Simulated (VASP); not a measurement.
# Ga (I-43d) in VASP: single point with r2SCAN

Aim: the single point of Ga with r2SCAN.

All numbers are computed with VASP 6.6.1; they aren't measurements. Logs are shortened: lines on timing, memory, paths and dates and some standing lists are left out, and cuts for length are marked.

**1. The cell of the first run**

It takes space group I-43d (No. 220, cubic). The conventional cell has a = 6.105 Å, b = 6.105 Å, c = 6.105 Å, α = 90.00°, β = 90.00°, γ = 90.00°. Ga (site symmetry -4) has 12 Ga at 2.86 to 3.41 Å within 3.8 Å.

**2. Single point, r2SCAN (18.96 Å³/atom)**

Contents of POSCAR:

```
Ga
1.0
   -3.0524116575      3.0524116575      3.0524116575
    3.0524116575     -3.0524116575      3.0524116575
    3.0524116575      3.0524116575     -3.0524116575
Ga
6
Direct
    0.2500000000      0.6250000000      0.3750000000
    0.3750000000      0.2500000000      0.6250000000
    0.7500000000      0.8750000000      0.1250000000
    0.1250000000      0.7500000000      0.8750000000
    0.6250000000      0.3750000000      0.2500000000
    0.8750000000      0.1250000000      0.7500000000
```

Contents of INCAR.step1:

```
PREC = Accurate
ENCUT = 520
ISMEAR = 0
SIGMA = 0.1
LREAL = False
LASPH = True
NELM = 80
NBANDS = 48
GGA = PE
ALGO = Normal
EDIFF = 1E-4
LWAVE = True
LCHARG = False
```

Contents of INCAR.step2:

```
PREC = Accurate
ENCUT = 520
EDIFF = 1E-6
ISMEAR = 0
SIGMA = 0.1
LREAL = False
LASPH = True
NELM = 80
ALGO = Normal
ISIF = 2
LWAVE = False
LCHARG = False
METAGGA = R2SCAN
LMIXTAU = True
NBANDS = 48
ISTART = 1
```

Contents of KPOINTS:

```
Automatic mesh
0
Gamma
  8 8 8
```

Potentials or basis: VASP PAW PBE potentials, release 64 (Ga_d).

Launch:

```console
> cat potpaw_PBE.64/Ga_d/POTCAR > POTCAR
> cp INCAR.step1 INCAR
> mpirun -np 1 vasp_std > vasp.out
> cp INCAR.step2 INCAR
> mpirun -np 1 vasp_std > vasp.out
```

OUTCAR:

```text
PREC = Accurate
   ENCUT = 520
   EDIFF = 1E-6
   ISMEAR = 0
   LREAL = False
   LASPH = True
   NELM = 80
   ISIF = 2
   METAGGA = R2SCAN
   ISTART = 1

 ion  position               nearest neighbor table
   1  0.250  0.625  0.375-   6 2.86   2 2.86   2 2.86   4 2.86   5 2.86   4 2.86   6 2.86   5 2.86

   2  0.375  0.250  0.625-   3 2.86   5 2.86   1 2.86   5 2.86   6 2.86   1 2.86   6 2.86   3 2.86

   3  0.750  0.875  0.125-   2 2.86   6 2.86   4 2.86   5 2.86   6 2.86   5 2.86   2 2.86   4 2.86

   4  0.125  0.750  0.875-   3 2.86   5 2.86   1 2.86   3 2.86   6 2.86   1 2.86   5 2.86   6 2.86

   5  0.625  0.375  0.250-   4 2.86   1 2.86   2 2.86   3 2.86   2 2.86   3 2.86   4 2.86   1 2.86

   6  0.875  0.125  0.750-   1 2.86   2 2.86   3 2.86   4 2.86   3 2.86   2 2.86   1 2.86   4 2.86

  LATTYP: Found a body centered cubic cell.
 ALAT       =     6.1048233150

  Lattice vectors:

 A1 = (  -3.0524116575,   3.0524116575,   3.0524116575)
 A2 = (   3.0524116575,  -3.0524116575,   3.0524116575)
 A3 = (   3.0524116575,   3.0524116575,  -3.0524116575)

Analysis of symmetry for initial positions (statically):
=====================================================================
 Subroutine PRICEL returns:
 Original cell was already a primitive cell.

 Routine SETGRP: Setting up the symmetry group for a
 body centered cubic supercell.

 Subroutine GETGRP returns: Found 24 space group operations
 (whereof  3 operations were pure point group operations)
 out of a pool of 48 trial point group operations.

The static configuration has the point symmetry C_3 .
 The point group associated with its full space group is T_d .

Analysis of symmetry for dynamics (positions and initial velocities):
=====================================================================
 Subroutine PRICEL returns:
 Original cell was already a primitive cell.

 Routine SETGRP: Setting up the symmetry group for a
 body centered cubic supercell.

 Subroutine GETGRP returns: Found 24 space group operations
 (whereof  3 operations were pure point group operations)
 out of a pool of 48 trial point group operations.

The dynamic configuration has the point symmetry C_3 .
 The point group associated with its full space group is T_d .

 Subroutine INISYM returns: Found 24 space group operations
 (whereof  3 operations are pure point group operations),
 and found     1 'primitive' translations
[... 103 lines left out ...]
   EDIFF  = 0.1E-05   stopping-criterion for ELM
   LREAL  =      F    real-space projection
   EDIFFG = 0.1E-04   stopping-criterion for IOM
   NSW    =      0    number of steps for IOM
   IBRION =     -1    ionic relax: 0-MD 1-quasi-New 2-CG
   NFREE  =      0    steps in history (QN), initial steepest desc. (CG)
   ISIF   =      2    stress and relaxation
   ISYM   =      2    0-nonsym 1-usesym 2-fastsym
   POTIM  = 0.5000    time-step for ionic-motion
   TEBEG  =    0.0;   TEEND  =   0.0 temperature during run
   PSTRESS=    0.0 pullay stress
   NELECT =      78.0000    total number of electrons
   NUPDOWN=      -1.0000    fix difference up-down
   EMIN   =  10.00;   EMAX   =-10.00  energy-range for DOS
   EFERMI =   0.00;   METHOD = LEGACY
   ISMEAR =     0;   SIGMA  =   0.10  broadening in eV -4-tet -1-fermi 0-gaus
   EFERMI_NEDOS =   21; number of points for ismear=-14 and -15
   IALGO  =     38    algorithm
   IMIX   =      4    mixing-type and parameters
     AMIX     =   0.40;   BMIX     =  1.00
     AMIX_MAG =   1.60;   BMIX_MAG =  1.00
  volume/ion in A,a.u.               =      18.96       127.95
  Fermi-wavevector in a.u.,A,eV,Ry     =   1.443588  2.727986 28.353811  2.083946
  Thomas-Fermi vector in A             =   2.561979
   LORBIT       =      0    0 simple, 1 ext, 2 COOP (PROOUT), +10 PAW based schemes
   METAGGA = R2SCAN    functional components
   LHFCALC =     F    Hartree Fock is set to
   AEXX    =    0.0000 exact exchange contribution
   IVDW    =     0    specifies the selected vdW correction
   LEPSILON=     F    determine dielectric tensor
   LRPA    =     F    only Hartree local field effects (RPA)
 non-spin polarized calculation
 Gauss-broadening in eV      SIGMA  =   0.10
  energy-cutoff  :      520.00
  volume of cell :      113.76
 maximum number of plane-waves:      3082
   NGX = 19   NGY = 19   NGZ = 19

 number of electron      78.0000073 magnetization

 Free energy of the ion-electron system (eV)
  ---------------------------------------------------
  ext. energy  EPLUGINS =         0.00000000
  ---------------------------------------------------
  free energy    TOTEN  =       -67.88422736 eV

  energy without entropy =      -67.87095394  energy(sigma->0) =      -67.87759065

 E-fermi :   5.3034     XC(G=0): -12.0769

 val. band max:        5.2507450086   @ k =   0.3750   0.1250   0.0000
 cond. band min:       5.3084097411   @ k =  -0.3750   0.5000   0.2500
 fundamental gap:      0.0576647324
 Fermi energy:         5.3034467168

 k-point     1 :       0.0000    0.0000    0.0000
  band No.  band energies     occupation
      1     -10.1939      2.00000
      2     -10.1649      2.00000
      3     -10.1649      2.00000
      4     -10.1335      2.00000
      5     -10.1335      2.00000
      6     -10.1335      2.00000
[... 1213 lines left out ...]
     47      11.1645      0.00000
     48      11.6274      0.00000

 [... further k-points ...]

------------------------ aborting loop because EDIFF is reached ----------------------------------------

  FORCE on cell =-STRESS in cart. coord.  units (eV):
  Direction    XX          YY          ZZ          XY          YZ          ZX
  --------------------------------------------------------------------------------------
  -------------------------------------------------------------------------------------
  Total       -2.0331853     -2.0331853     -2.0331853      0.0000000     -0.0000000      0.0000000
  in kB      -28.6350693    -28.6350693    -28.6350693      0.0000000     -0.0000000      0.0000000
  external PRESSURE =     -28.6350693 kB  Pullay stress =       0.0000000 kB

 VOLUME and BASIS-vectors are now :
 -----------------------------------------------------------------------------
  energy-cutoff  :      520.00
  volume of cell :      113.76
      direct lattice vectors                 reciprocal lattice vectors
    -3.052411657  3.052411657  3.052411657     0.000000000  0.163804904  0.163804904
     3.052411657 -3.052411657  3.052411657     0.163804904  0.000000000  0.163804904
     3.052411657  3.052411657 -3.052411657     0.163804904  0.163804904  0.000000000

 POSITION                                       TOTAL-FORCE (eV/Angst)
 -----------------------------------------------------------------------------------
      2.28931      0.00000      1.52621         0.000000     -0.000000      0.000000
      1.52621      2.28931      0.00000        -0.000000      0.000000     -0.000000
      0.76310     -0.00000      4.57862         0.000000     -0.000000      0.000000
      4.57862      0.76310     -0.00000         0.000000      0.000000     -0.000000
     -0.00000      1.52621      2.28931         0.000000     -0.000000      0.000000
     -0.00000      4.57862      0.76310        -0.000000      0.000000     -0.000000
 -----------------------------------------------------------------------------------
    total drift:                               -0.000005     -0.000005     -0.000005

  FREE ENERGIE OF THE ION-ELECTRON SYSTEM (eV)
  ---------------------------------------------------
  free  energy   TOTEN  =       -67.8842273552 eV

  energy  without entropy=      -67.8709539362  energy(sigma->0) =      -67.87759065
```

OUTCAR.step1:

```text
PREC = Accurate
   ENCUT = 520
   ISMEAR = 0
   LREAL = False
   LASPH = True
[... 1466 lines left out ...]
      0.76310     -0.00000      4.57862         0.000000      0.000000      0.000000
      4.57862      0.76310     -0.00000         0.000000      0.000000     -0.000000
     -0.00000      1.52621      2.28931        -0.000000     -0.000000     -0.000000
     -0.00000      4.57862      0.76310        -0.000000      0.000000     -0.000000
 -----------------------------------------------------------------------------------
    total drift:                               -0.000000     -0.000000     -0.000000

  FREE ENERGIE OF THE ION-ELECTRON SYSTEM (eV)
  ---------------------------------------------------
  free  energy   TOTEN  =       -17.2819485850 eV

  energy  without entropy=      -17.2690654334  energy(sigma->0) =      -17.27550701
```

Wall time 11 min (1 thread of Intel Xeon 8259CL, shared host); peak memory 0.32 GiB.

What came out:

- Free energy: -67.8842 eV
- Pressure: -2.9 GPa
- Band gap on the k mesh: zero (bands 39 and 40 overlap by 3.82 eV)

Levels at points of the mesh, in eV from the Fermi level:
| k point | band 35 | band 36 | band 37 | band 38 | band 39 | band 40 | band 41 | band 42 | band 43 | band 44 |
| --- | --- | --- | --- | --- | --- | --- | --- | --- | --- | --- |
| (0.00, 0.00, 0.00) | -3.09 | -3.09 | -2.29 | -2.29 | -2.29 | -1.90 | -1.90 | -1.90 | -1.78 | 5.40 |
| (0.50, 0.00, 0.00) | -4.65 | -4.65 | -0.90 | -0.90 | -0.37 | -0.37 | 2.95 | 2.95 | 3.37 | 3.37 |
| (0.50, 0.50, 0.50) | -7.18 | -7.18 | 1.45 | 1.45 | 1.67 | 1.67 | 1.67 | 1.67 | 1.67 | 1.67 |

Caveat: the PAW data sets were made with another functional, which shifts forces and pressure a little.
